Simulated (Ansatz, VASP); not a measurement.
## Sb in VASP and in Ansatz

```xyz
2
Lattice="2.1251 1.2269 3.7072 -2.1251 1.2269 3.7072 0.0000 -2.4538 3.7072" Properties=species:S:1:pos:R:3 pbc="T T T"
Sb    0.0000    0.0000    8.5248
Sb    0.0000    0.0000    2.5968
```

Change from the starting cell: volume scaled by 0.96.

Alike in both runs: task single point; functional LDA; k mesh 8 × 8 × 8; occupations fermi-dirac, width 0.05 eV; no spin polarisation.

|  | VASP | Ansatz |
| --- | --- | --- |
| version | VASP 6.6.1 | Ansatz 0.2.0 |
| potentials or method | VASP PAW LDA potentials, release 64 (Sb), cutoff 520 eV | all-electron LAPW, scalar-relativistic |

Ansatz gave:

* gap on the k mesh at the Fermi level (eV): none
* pressure (GPa): 1.3
* traceless stress, the component that is largest in VASP (GPa): -0.62
* rms of the force components (eV/Å): 0.132

Q: Which values does VASP return?

A: gap on the k mesh at the Fermi level (eV): none; pressure (GPa): 1.6; traceless stress, the component that is largest in VASP (GPa): -0.71; rms of the force components (eV/Å): 0.176.

LDA's correlation is that of Perdew and Zunger in VASP and of Perdew and Wang (1992) in Ansatz. Atom by atom the forces differ by 0.044 eV/Å (rms over components). A gap of «none» marks a metal or a gap that the smearing closes. Ansatz ran all-electron here, and VASP with PAW potentials.

Spin-orbit coupling is off throughout.
